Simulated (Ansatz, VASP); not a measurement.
## One calculation of BN, two programs

The input INCAR:

```
  PREC = Accurate
  ENCUT = 600
  EDIFF = 1E-7
  ISMEAR = 0
  SIGMA = 0.01
  LREAL = F
  LASPH = T
  NELM = 100
  ALGO = Normal
  ISIF = 3
  LWAVE = F
  LCHARG = F
  IBRION = 2
  NSW = 50
  EDIFFG = -0.01
```

File KPOINTS:

```
Automatic mesh
0
Gamma
  10 10 10
```

File POSCAR:

```
BN
1.0
    0.0000000000      1.8075000000      1.8075000000
    1.8075000000      0.0000000000      1.8075000000
    1.8075000000      1.8075000000      0.0000000000
B N
1 1
Direct
    0.0000000000      0.0000000000      0.0000000000
    0.2500000000      0.2500000000      0.2500000000
```

Input for Ansatz:

```yaml
crystal:
  lattice:
    - [0.0, 1.8075, 1.8075]
    - [1.8075, 0.0, 1.8075]
    - [1.8075, 1.8075, 0.0]
  atoms:
    - { symbol: B, position: [0.0, 0.0, 0.0] }
    - { symbol: "N", position: [0.25, 0.25, 0.25] }
basis:
  ecutwfc: 550.0
kpoints:
  mp_grid:
    grid: [10, 10, 10]
    shift: [0.0, 0.0, 0.0]
hamiltonian:
  xc: lda
  dispersion: none
scf:
  occupations:
    method: fixed
relax:
  max_steps: 30
  cell: {}
```

Alike in both runs: task relaxation of cell and atoms; functional LDA; k mesh 10 × 10 × 10; no spin polarisation.

|  | VASP | Ansatz |
| --- | --- | --- |
| version | VASP 6.6.1 | Ansatz 0.2.0 |
| potentials or method | VASP PAW LDA potentials, release 64 (B, N), cutoff 600 eV | plane waves, PAW |
| occupations | gaussian, width 0.01 eV | fixed |
| valence electrons in the cell | 8 | 8 |

```csv
,VASP,Ansatz,Ansatz less VASP
relaxed volume (Å³/atom),5.75,5.74,-0.010
relaxed cell length with the largest relative difference (Å),2.533,2.532,-0.0015
```

LDA's correlation is that of Perdew and Zunger in VASP and of Perdew and Wang (1992) in Ansatz.
